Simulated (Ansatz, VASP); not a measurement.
F in VASP and in Ansatz

INCAR

```
  PREC = Accurate
  ENCUT = 520
  EDIFF = 1E-7
  ISMEAR = 0
  SIGMA = 0.05
  LREAL = False
  LASPH = True
  NELM = 80
  ALGO = Normal
  ISIF = 2
  LWAVE = False
  LCHARG = False
  GGA = PS
  NBANDS = 22
```

Contents of KPOINTS:

```
Automatic mesh
0
Gamma
  4 4 2
```

File POSCAR:

```
F
1.0
    2.8419719639     -1.7696410506     -0.2191973951
    2.8419719639      1.7696410506     -0.2191973951
   -2.0961603653      0.0000000000      7.0700320941
F
4
Direct
    0.0848459664      0.0848459664      0.0940038325
    0.9151540336      0.9151540336      0.9059961675
    0.5015719855      0.5015719855      0.5937195244
    0.4984280145      0.4984280145      0.4062804756
```

Input for Ansatz:

```yaml
crystal:
  lattice:
    - [2.8419719639, -1.7696410506, -0.2191973951]
    - [2.8419719639, 1.7696410506, -0.2191973951]
    - [-2.0961603653, 0.0, 7.0700320941]
  atoms:
    - { symbol: F, position: [0.0848459664, 0.0848459664, 0.0940038325] }
    - { symbol: F, position: [0.9151540336, 0.9151540336, 0.9059961675] }
    - { symbol: F, position: [0.5015719855, 0.5015719855, 0.5937195244] }
    - { symbol: F, position: [0.4984280145, 0.4984280145, 0.4062804756] }
basis:
  ecutwfc: 520.0
kpoints:
  mp_grid: { grid: [4, 4, 2] }
hamiltonian:
  xc: pbesol
scf:
  occupations: { method: gaussian, width: 0.05 }
output:
  forces: true
  stress: true
  eigenvalues: true
```

Change from the starting cell: volume 17.372 Å^3 an atom, stretch along a over the lengths across it, relative to the relaxed cell 0.9230.

Alike in both runs: task single point; functional PBEsol; k mesh 4 × 4 × 2; occupations gaussian, width 0.05 eV; no spin polarisation.

|  | VASP | Ansatz |
| --- | --- | --- |
| version | VASP 6.6.1 | Ansatz 0.2.0 |
| potentials or method | VASP PAW PBE potentials, release 64 (F), cutoff 520 eV | scalar-relativistic, plane waves, PAW |
| valence electrons in the cell | 28 | 28 |

Ansatz gave:

* gap on the k mesh at the Fermi level (eV): 3.29
* least direct gap on the mesh (eV): 3.37
* pressure (GPa): 2.2
* traceless stress, the component that is largest in VASP (GPa): 3.34
* rms of the force components (eV/Å): 0.550

Q: Estimate VASP's values.

A: gap on the k mesh at the Fermi level (eV): 3.21; least direct gap on the mesh (eV): 3.29; pressure (GPa): 2.7; traceless stress, the component that is largest in VASP (GPa): 5.07; rms of the force components (eV/Å): 0.832.

VASP's potentials were made for PBE, not for PBEsol. Atom by atom the forces differ by 0.281 eV/Å (rms over components).

The k mesh is coarse, so the values compare programs but aren't converged.
